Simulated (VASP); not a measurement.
# TlSi2 (R3m) in VASP: further runs

TlSi2 is run at these levels: PBE; tasks: single point, relaxation of cell and atoms.

All numbers are computed with VASP 6.6.1; they aren't measurements. Logs are shortened: lines on timing, memory, paths and dates and some standing lists are left out, and cuts for length are marked.

**1. The cell of the first run**

It takes space group R3m (No. 160, trigonal). The conventional cell has a = 3.376 Å, b = 3.376 Å, c = 20.986 Å, α = 90.00°, β = 90.00°, γ = 120.00°. Within 4.2 Å of Tl (site symmetry 3m) lie 6 Si at 3.22 Å and 6 Tl at 3.38 Å. Within 3.5 Å of Si (site symmetry 3m) lie 9 Si at 2.69 to 3.38 Å and 3 Tl at 3.22 Å. Within 3.5 Å of Si (site symmetry 3m) lie 9 Si at 2.69 to 3.38 Å and 3 Tl at 3.22 Å.

The cell was generated, and may not be a known phase.

**2. Single point, PBE**

The input, INCAR:

```
ALGO = Fast
EDIFF = 1E-7
ENCUT = 520
GGA = PE
ISIF = 2
ISMEAR = 0
LASPH = True
LCHARG = True
LELF = True
LREAL = False
LVHAR = True
LWAVE = False
NBANDS = 18
NELM = 100
PREC = Accurate
SIGMA = 0.1
```

The input, KPOINTS:

```
k-points
0
Gamma
  6 6 6
```

The input, POSCAR:

```
TlSi2
1.0
    1.6880135800      0.9745751000      6.9953564700
   -1.6880135800      0.9745751000      6.9953564700
    0.0000000000     -1.9491502000      6.9953564700
Tl Si
1 2
Direct
    0.2109058900      0.2109058900      0.2109058900
    0.0000000000      0.0000000000      0.0000000000
    0.7551451200      0.7551451200      0.7551451200
```

Potentials or basis: VASP PAW PBE potentials, release 64 (Tl_d, Si).

Launch:

```bash
$ cat potpaw_PBE.64/Tl_d/POTCAR potpaw_PBE.64/Si/POTCAR > POTCAR
$ mpirun -np 1 vasp_std > vasp.out
```

OUTCAR:

```text
EDIFF = 1E-7
   ENCUT = 520
   GGA = PE
   ISIF = 2
   ISMEAR = 0
   LASPH = True
   LREAL = False
   NELM = 100
   PREC = Accurate

 ion  position               nearest neighbor table
   1  0.211  0.211  0.211-   3 3.22   3 3.22   3 3.22   2 3.22   2 3.22   2 3.22
   2  0.000  0.000  0.000-   3 2.69   3 2.69   3 2.69   1 3.22   1 3.22   1 3.22
   3  0.755  0.755  0.755-   2 2.69   2 2.69   2 2.69   1 3.22   1 3.22   1 3.22

  LATTYP: Found a trigonal (rhomboedric) cell.
 ALAT       =     7.2618316294
 COS(alpha) =     0.8919338895

  Lattice vectors:

 A1 = (   1.6880135800,   0.9745751000,   6.9953564700)
 A2 = (  -1.6880135800,   0.9745751000,   6.9953564700)
 A3 = (   0.0000000000,  -1.9491502000,   6.9953564700)

Analysis of symmetry for initial positions (statically):
=====================================================================
 Subroutine PRICEL returns:
 Original cell was already a primitive cell.

 Routine SETGRP: Setting up the symmetry group for a
 trigonal (rhombohedral) supercell.

 Subroutine GETGRP returns: Found  6 space group operations
 (whereof  6 operations were pure point group operations)
 out of a pool of 12 trial point group operations.

The static configuration has the point symmetry C_3v.

Analysis of symmetry for dynamics (positions and initial velocities):
=====================================================================
 Subroutine PRICEL returns:
 Original cell was already a primitive cell.

 Routine SETGRP: Setting up the symmetry group for a
 trigonal (rhombohedral) supercell.

 Subroutine GETGRP returns: Found  6 space group operations
 (whereof  6 operations were pure point group operations)
 out of a pool of 12 trial point group operations.

The dynamic configuration has the point symmetry C_3v.

 Subroutine INISYM returns: Found  6 space group operations
 (whereof  6 operations are pure point group operations),
 and found     1 'primitive' translations

----------------------------------------------------------------------------------------

                                     Primitive cell

  volume of cell :      69.0482

  direct lattice vectors                    reciprocal lattice vectors
     1.688013580  0.974575100  6.995356470     0.296206148  0.171014698  0.047650657
    -1.688013580  0.974575100  6.995356470    -0.296206148  0.171014698  0.047650657
     0.000000000 -1.949150200  6.995356470     0.000000000 -0.342029397  0.047650657

  length of vectors
     7.261831629  7.261831629  7.261831632     0.345332730  0.345332730  0.345332728

  position of ions in fractional coordinates (direct lattice)
     0.210905890  0.210905890  0.210905890
     0.000000000  0.000000000  0.000000000
     0.755145120  0.755145120  0.755145120

  ion indices of the primitive-cell ions
   primitive index   ion index
                 1           1
                 2           2
                 3           3

----------------------------------------------------------------------------------------

 KPOINTS: k-points

Automatic generation of k-mesh.
 Grid dimensions read from file:
 generate k-points for:    6    6    6

 Generating k-lattice:

  Cartesian coordinates                     Fractional coordinates (reciprocal lattice)
     0.049367691  0.028502450  0.007941776     0.166666667 -0.000000000  0.000000000
    -0.049367691  0.028502450  0.007941776    -0.000000000  0.166666667  0.000000000
     0.000000000 -0.057004899  0.007941776     0.000000000  0.000000000  0.166666667

  Length of vectors
     0.057555455  0.057555455  0.057555455

  Shift w.r.t. Gamma in fractional coordinates (k-lattice)
     0.000000000  0.000000000  0.000000000

 Subroutine IBZKPT returns following result:
 ===========================================

 Found     32 irreducible k-points:

 Following reciprocal coordinates:
            Coordinates               Weight
  0.000000  0.000000  0.000000      1.000000
  0.166667 -0.000000 -0.000000      6.000000
  0.333333  0.000000  0.000000      6.000000
  0.500000  0.000000  0.000000      3.000000
  0.166667  0.166667  0.000000      6.000000
  0.333333  0.166667  0.000000     12.000000
[... 16 lines left out ...]
  0.500000  0.500000  0.166667      6.000000
 -0.333333  0.500000  0.166667     12.000000
 [... further k-points ...]
   k-points           NKPTS =     32   k-points in BZ     NKDIM =     32   number of bands    NBANDS=     18
   number of dos      NEDOS =    301   number of ions     NIONS =      3
   total plane-waves  NPLWV = 157464
   dimension x,y,z NGX =    54 NGY =   54 NGZ =   54
   dimension x,y,z NGXF=   108 NGYF=  108 NGZF=  108
   ions per type =               1   2
   NGX,Y,Z   is equivalent  to a cutoff of  12.36, 12.36, 12.36 a.u.
   NGXF,Y,Z  is equivalent  to a cutoff of  24.72, 24.72, 24.72 a.u.
 SYSTEM =  unknown system
   PREC   = accura    normal or accurate (medium, high low for compatibility)
   ISTART =      0    job   : 0-new  1-cont  2-samecut
   ICHARG =      2    charge: 1-file 2-atom 10-const
   ISPIN  =      1    spin polarized calculation?
   LNONCOLLINEAR =      F non collinear calculations
   LSORBIT =      F    spin-orbit coupling
   LASPH  =      T    aspherical Exc in radial PAW
   ENCUT  =  520.0 eV  38.22 Ry    6.18 a.u.  13.50 13.50 13.50*2*pi/ulx,y,z
   NELM   =    100;   NELMIN=  2; NELMDL= -5     # of ELM steps
   EDIFF  = 0.1E-06   stopping-criterion for ELM
   LREAL  =      F    real-space projection
   EDIFFG = 0.1E-05   stopping-criterion for IOM
   NSW    =      0    number of steps for IOM
   IBRION =     -1    ionic relax: 0-MD 1-quasi-New 2-CG
   NFREE  =      0    steps in history (QN), initial steepest desc. (CG)
   ISIF   =      2    stress and relaxation
   ISYM   =      2    0-nonsym 1-usesym 2-fastsym
   POTIM  = 0.5000    time-step for ionic-motion
   TEBEG  =    0.0;   TEEND  =   0.0 temperature during run
   PSTRESS=    0.0 pullay stress
   NELECT =      21.0000    total number of electrons
   NUPDOWN=      -1.0000    fix difference up-down
   EMIN   =  10.00;   EMAX   =-10.00  energy-range for DOS
   EFERMI =   0.00;   METHOD = LEGACY
   ISMEAR =     0;   SIGMA  =   0.10  broadening in eV -4-tet -1-fermi 0-gaus
   EFERMI_NEDOS =   21; number of points for ismear=-14 and -15
   IALGO  =     68    algorithm
   IMIX   =      4    mixing-type and parameters
     AMIX     =   0.40;   BMIX     =  1.00
     AMIX_MAG =   1.60;   BMIX_MAG =  1.00
  volume/ion in A,a.u.               =      23.02       155.32
  Fermi-wavevector in a.u.,A,eV,Ry     =   1.100940  2.080476 16.491211  1.212070
  Thomas-Fermi vector in A             =   2.237360
   LORBIT       =      0    0 simple, 1 ext, 2 COOP (PROOUT), +10 PAW based schemes
   GGA     = PE    functional components
   LHFCALC =     F    Hartree Fock is set to
   AEXX    =    0.0000 exact exchange contribution
   IVDW    =     0    specifies the selected vdW correction
   LEPSILON=     F    determine dielectric tensor
   LRPA    =     F    only Hartree local field effects (RPA)
 non-spin polarized calculation
 RMM-DIIS sequential band-by-band and
 Gauss-broadening in eV      SIGMA  =   0.10
  energy-cutoff  :      520.00
  volume of cell :       69.05
 maximum number of plane-waves:      1875
   NGX = 27   NGY = 27   NGZ = 27

 number of electron      21.0000001 magnetization

 Free energy of the ion-electron system (eV)
  ---------------------------------------------------
  ext. energy  EPLUGINS =         0.00000000
  ---------------------------------------------------
  free energy    TOTEN  =       -11.29159689 eV

  energy without entropy =      -11.28287741  energy(sigma->0) =      -11.28723715

 E-fermi :   6.3655     XC(G=0):  -9.9769

 val. band max:        6.3073423914   @ k =   0.1667   0.1667   0.0000
 cond. band min:       6.4070541082   @ k =  -0.3333   0.5000   0.1667
 fundamental gap:      0.0997117169
 Fermi energy:         6.3655415503

 k-point     1 :       0.0000    0.0000    0.0000
  band No.  band energies     occupation
      1      -5.4363      2.00000
      2      -5.2626      2.00000
      3      -5.2626      2.00000
      4      -4.9405      2.00000
      5      -4.9062      2.00000
      6      -4.9062      2.00000
[... 10 lines left out ...]
     17      14.7803      0.00000
     18      15.5618      0.00000

 k-point     2 :       0.1667   -0.0000   -0.0000
  band No.  band energies     occupation
      1      -5.3707      2.00000
      2      -5.2607      2.00000
      3      -5.1344      2.00000
      4      -5.0257      2.00000
      5      -4.9267      2.00000
      6      -4.4563      2.00000
[... 10 lines left out ...]
     17      14.3075      0.00000
     18      14.7956      0.00000

 k-point     3 :       0.3333    0.0000    0.0000
  band No.  band energies     occupation
      1      -5.4870      2.00000
      2      -5.2317      2.00000
      3      -5.0412      2.00000
      4      -4.9674      2.00000
      5      -4.8651      2.00000
      6      -3.0586      2.00000
[... 10 lines left out ...]
     17      12.8439      0.00000
     18      14.4542      0.00000

 k-point     4 :       0.5000    0.0000    0.0000
  band No.  band energies     occupation
      1      -5.5548      2.00000
      2      -5.3223      2.00000
      3      -4.9876      2.00000
      4      -4.9357      2.00000
      5      -4.7232      2.00000
      6      -1.4196      2.00000
[... 375 lines left out ...]
      4      -5.0007      2.00000
      5      -4.8417      2.00000
      6      -1.7771      2.00000
[... 10 lines left out ...]
     17      12.5209      0.00000
     18      13.3465      0.00000

 k-point    23 :       0.5000    0.5000    0.1667
  band No.  band energies     occupation
      1      -5.4868      2.00000
      2      -5.2456      2.00000
      3      -5.0261      2.00000
      4      -4.9672      2.00000
      5      -4.8652      2.00000
      6      -2.8474      2.00000
[... 10 lines left out ...]
     17      12.7108      0.00000
     18      13.4756      0.00000

 k-point    24 :      -0.3333    0.5000    0.1667
  band No.  band energies     occupation
      1      -5.3876      2.00000
      2      -5.2776      2.00000
      3      -5.0433      2.00000
      4      -4.9980      2.00000
      5      -4.8378      2.00000
      6      -1.5902      2.00000
[... 10 lines left out ...]
     17      12.9135      0.00000
     18      14.6198      0.00000

 [... further k-points ...]

------------------------ aborting loop because EDIFF is reached ----------------------------------------

  FORCE on cell =-STRESS in cart. coord.  units (eV):
  Direction    XX          YY          ZZ          XY          YZ          ZX
  --------------------------------------------------------------------------------------
  -------------------------------------------------------------------------------------
  Total       -1.8223372     -1.8223372     -1.8627882      0.0000000      0.0000000      0.0000000
  in kB      -42.2850613    -42.2850618    -43.2236773      0.0000000      0.0000000      0.0000000
  external PRESSURE =     -42.5979335 kB  Pullay stress =       0.0000000 kB

 VOLUME and BASIS-vectors are now :
 -----------------------------------------------------------------------------
  energy-cutoff  :      520.00
  volume of cell :       69.05
      direct lattice vectors                 reciprocal lattice vectors
     1.688013580  0.974575100  6.995356470     0.296206148  0.171014698  0.047650657
    -1.688013580  0.974575100  6.995356470    -0.296206148  0.171014698  0.047650657
     0.000000000 -1.949150200  6.995356470     0.000000000 -0.342029397  0.047650657

 POSITION                                       TOTAL-FORCE (eV/Angst)
 -----------------------------------------------------------------------------------
      0.00000      0.00000      4.42609         0.000000     -0.000000      0.102173
      0.00000      0.00000      0.00000         0.000000      0.000000      1.076372
      0.00000      0.00000     15.84753         0.000000      0.000000     -1.178546
 -----------------------------------------------------------------------------------
    total drift:                                0.000000     -0.000000      0.000106

  FREE ENERGIE OF THE ION-ELECTRON SYSTEM (eV)
  ---------------------------------------------------
  free  energy   TOTEN  =       -11.2915968893 eV

  energy  without entropy=      -11.2828774114  energy(sigma->0) =      -11.28723715
```

Wall time 4.9 min (1 thread of Oxide Virtual Turin-like, shared host); peak memory 0.32 GiB.

What came out:

| Property | Result |
| --- | --- |
| Free energy | -11.2916 eV |
| Pressure | -4.3 GPa |
| Largest force | 1.179 eV/Å |
| Band gap on the k mesh | zero (an odd number of electrons rules out a gap without spin polarisation) |

Forces in eV/Å, atoms in the order of the input:
```
Tl   0.000  0.000  0.102
Si   0.000  0.000  1.076
Si   0.000  0.000 -1.179
```

Stress tensor (GPa, compression positive):
```
-4.23  0.00  0.00
 0.00 -4.23  0.00
 0.00  0.00 -4.32
```

Caveat: the k points lie up to 0.36 Å⁻¹ apart, too coarse for converged energies and pressures of a metal; spin-orbit coupling is left out, which moves the levels of the heavy elements; an odd number of electrons without spin polarisation forces a metal; a magnetic or distorted state may lie lower.

**3. Single point, PBE**

This run uses another cell than the first one, of 24.58 Å³/atom.

The input, INCAR:

```
SYSTEM = TlSi2
ALGO = Fast ; EDIFF = 1E-6
ENCUT = 520 ; GGA = PE
ISIF = 2 ; ISMEAR = 0
LASPH = .True. ; LCHARG = .False.
LREAL = .False. ; LWAVE = .False.
NBANDS = 18 ; NELM = 100
PREC = Accurate ; SIGMA = 0.1
```

The input, KPOINTS:

```
k-points
0
Gamma
  6 6 6
  0 0 0
```

The input, POSCAR:

```
TlSi2
1.0
    1.9064303459      1.1006780734      5.8567091148
   -1.9064303459      1.1006780734      5.8567091148
    0.0000000000     -2.2013561468      5.8567091148
Tl Si
1 2
Direct
    0.2112229170      0.2112229170      0.2112229170
    0.0217299618      0.0217299618      0.0217299618
    0.7330981312      0.7330981312      0.7330981312
```

Potentials or basis: VASP PAW PBE potentials, release 64 (Tl_d, Si).

Launch:

```bash
$ cat potpaw_PBE.64/Tl_d/POTCAR potpaw_PBE.64/Si/POTCAR > POTCAR
$ mpirun -np 1 vasp_std > vasp.out
```

OUTCAR:

```text
SYSTEM = TlSi2
   EDIFF = 1E-6
   ENCUT = 520
   GGA = PE
   ISIF = 2
   ISMEAR = 0
   LASPH = .True.
   LREAL = .False.
   NELM = 100
   PREC = Accurate

 ion  position               nearest neighbor table
   1  0.211  0.211  0.211-   2 3.33   2 3.35   2 3.35   2 3.35   3 3.36   3 3.36   3 3.36
   2  0.022  0.022  0.022-   3 2.34   3 2.34   3 2.34   1 3.33   1 3.35   1 3.35   1 3.35
   3  0.733  0.733  0.733-   2 2.34   2 2.34   2 2.34   1 3.36   1 3.36   1 3.36

[... 702 lines left out ...]

  FORCE on cell =-STRESS in cart. coord.  units (eV):
  Direction    XX          YY          ZZ          XY          YZ          ZX
  --------------------------------------------------------------------------------------
  -------------------------------------------------------------------------------------
  Total        0.0733925      0.0733925     -0.0191859      0.0000000     -0.0000000      0.0000000
  in kB        1.5946895      1.5946895     -0.4168757      0.0000000     -0.0000000      0.0000000
  external PRESSURE =       0.9241677 kB  Pullay stress =       0.0000000 kB

 VOLUME and BASIS-vectors are now :
 -----------------------------------------------------------------------------
  energy-cutoff  :      520.00
  volume of cell :       73.74
      direct lattice vectors                 reciprocal lattice vectors
     1.906430346  1.100678073  5.856709115     0.262270269  0.151421811  0.056914784
    -1.906430346  1.100678073  5.856709115    -0.262270269  0.151421811  0.056914784
     0.000000000 -2.201356147  5.856709115     0.000000000 -0.302843621  0.056914784

 POSITION                                       TOTAL-FORCE (eV/Angst)
 -----------------------------------------------------------------------------------
      0.00000      0.00000      3.71121         0.000000      0.000000      0.001636
      0.00000      0.00000      0.38180         0.000000     -0.000000      0.012011
      0.00000      0.00000     12.88063         0.000000     -0.000000     -0.013647
 -----------------------------------------------------------------------------------
    total drift:                               -0.000000      0.000000     -0.000096

  FREE ENERGIE OF THE ION-ELECTRON SYSTEM (eV)
  ---------------------------------------------------
  free  energy   TOTEN  =       -12.3599680204 eV

  energy  without entropy=      -12.3580083187  energy(sigma->0) =      -12.35898817
```

OSZICAR:

```text
N       E                     dE             d eps       ncg     rms          rms(c)
DAV:   1     0.735104742518E+02    0.73510E+02   -0.94415E+03  1152   0.979E+02
DAV:   2    -0.107850559911E+02   -0.84296E+02   -0.82246E+02  1406   0.202E+02
DAV:   3    -0.128294733986E+02   -0.20444E+01   -0.20372E+01  1350   0.270E+01
DAV:   4    -0.128459583448E+02   -0.16485E-01   -0.16481E-01  1420   0.286E+00
DAV:   5    -0.128461770724E+02   -0.21873E-03   -0.21872E-03  1382   0.316E-01    0.479E+00
RMM:   6    -0.124375912640E+02    0.40859E+00   -0.29035E-01  1195   0.222E+00    0.301E+00
RMM:   7    -0.123618870454E+02    0.75704E-01   -0.20915E-01  1275   0.165E+00    0.978E-01
RMM:   8    -0.123599849202E+02    0.19021E-02   -0.26658E-02  1235   0.949E-01    0.141E-01
RMM:   9    -0.123600182002E+02   -0.33280E-04   -0.56602E-03  1323   0.397E-01    0.937E-02
RMM:  10    -0.123599592929E+02    0.58907E-04   -0.11733E-03  1257   0.182E-01    0.429E-02
RMM:  11    -0.123599654930E+02   -0.62000E-05   -0.27412E-04  1361   0.105E-01    0.428E-02
RMM:  12    -0.123599675720E+02   -0.20790E-05   -0.56354E-05  1359   0.460E-02    0.167E-02
RMM:  13    -0.123599681053E+02   -0.53336E-06   -0.15574E-05  1357   0.261E-02    0.504E-03
RMM:  14    -0.123599680204E+02    0.84928E-07   -0.29813E-06  1015   0.110E-02
   1 F= -.12359968E+02 E0= -.12358988E+02  d E =-.195970E-02
```

It took 2.5 min on 1 thread of Oxide Virtual Turin-like, shared host; peak memory 0.29 GiB.

Results:

```
Free energy            : -12.3600 eV
Pressure               : 0.1 GPa
Largest force          : 0.014 eV/Å
Band gap on the k mesh : zero (an odd number of electrons rules out a gap without spin polarisation)
```

Forces in eV/Å, atoms in the order of the input:
```
Tl   0.000  0.000  0.002
Si   0.000  0.000  0.012
Si   0.000  0.000 -0.014
```

Levels at points of the mesh, in eV from the Fermi level:
```tsv
k point	band 8	band 9	band 10	band 11	band 12	band 13
(0.00, 0.00, 0.00)	-4.99	-0.86	-0.86	2.00	2.91	2.91
(0.50, 0.00, 0.00)	-4.88	-2.54	-2.35	-1.12	0.22	1.28
(0.50, 0.50, 0.00)	-5.46	-3.22	-2.50	0.14	0.66	2.08
(0.50, 0.50, 0.50)	-1.31	-0.88	-0.88	0.04	2.15	2.86
```

Caveat: spin-orbit coupling is left out, which moves the levels of the heavy elements; an odd number of electrons without spin polarisation forces a metal; a magnetic or distorted state may lie lower.

[end of part 1 of 2]

The gap in the log of VASP goes by the Fermi energy; the results here count the filled bands.